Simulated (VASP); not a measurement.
Input of a VASP 6.6.1 run:

Contents of INCAR:

```
ALGO     = Normal         # electronic algorithm
EDIFF    = 1E-6           # SCF threshold, eV
ENCUT    = 520            # plane-wave cutoff, eV
GGA      = PE             # functional
ISIF     = 2              # what is computed and relaxed
ISMEAR   = -1             # smearing method
LASPH    = True           # aspherical terms in the spheres
LCHARG   = False          # write CHGCAR
LREAL    = False          # projectors in reciprocal space
LWAVE    = False          # write WAVECAR
NBANDS   = 10             # bands
NELM     = 80             # most SCF steps
PREC     = Accurate       # precision mode
SIGMA    = 0.08           # smearing width, eV
```

The input KPOINTS:

```
k-points
0
Gamma
  18 18 18
```

File POSCAR:

```
F
1.0
   -1.1374612763      1.1374612763      1.1374612763
    1.1374612763     -1.1374612763      1.1374612763
    1.1374612763      1.1374612763     -1.1374612763
F
1
Direct
    0.0000000000      0.0000000000      0.0000000000
```

Potentials or basis: VASP PAW PBE potentials, release 64 (F).

Launch:

```console
$ cat potpaw_PBE.64/F/POTCAR > POTCAR
$ mpirun -np 1 vasp_std > vasp.out
```

Question: What does it give for the pressure?

Answer: 117.8 GPa.

Caveat: an odd number of electrons without spin polarisation forces a metal; a magnetic or distorted state may lie lower.
